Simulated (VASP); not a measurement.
A run of VASP 6.6.1 is set up as follows.

INCAR

```
SYSTEM = Sn
ALGO = Fast
EDIFF = 1E-7
ENCUT = 520
GGA = PS
ISIF = 2
ISMEAR = 0
LASPH = .TRUE.
LCHARG = .FALSE.
LREAL = .FALSE.
LWAVE = .FALSE.
NBANDS = 21
NELM = 80
PREC = Accurate
SIGMA = 0.1
```

File KPOINTS:

```
k-points
0
G
  12 12 12
  0 0 0
```

File POSCAR:

```
Sn
1.0
    0.0000000000      3.3316262109      3.3316262109
    3.3316262109      0.0000000000      3.3316262109
    3.3316262109      3.3316262109      0.0000000000
Sn
2
Direct
    0.0000000000      0.0000000000      0.0000000000
    0.2500000000      0.2500000000      0.2500000000
```

Potentials or basis: VASP PAW PBE potentials, release 64 (Sn_d).

Command:

```console
$ cat potpaw_PBE.64/Sn_d/POTCAR > POTCAR
$ mpirun -np 1 vasp_std > vasp.out
```

Question: Estimate the band gap on the k mesh.

Answer: Zero (band 14 reaches 4.77 eV, above the bottom of band 15 at 4.48 eV).

Question: Estimate the pressure.

Answer: -2.1 GPa.

Caveat: the PAW data sets were made with another functional, which shifts forces and pressure a little; spin-orbit coupling is left out, which moves the levels of the heavy elements.
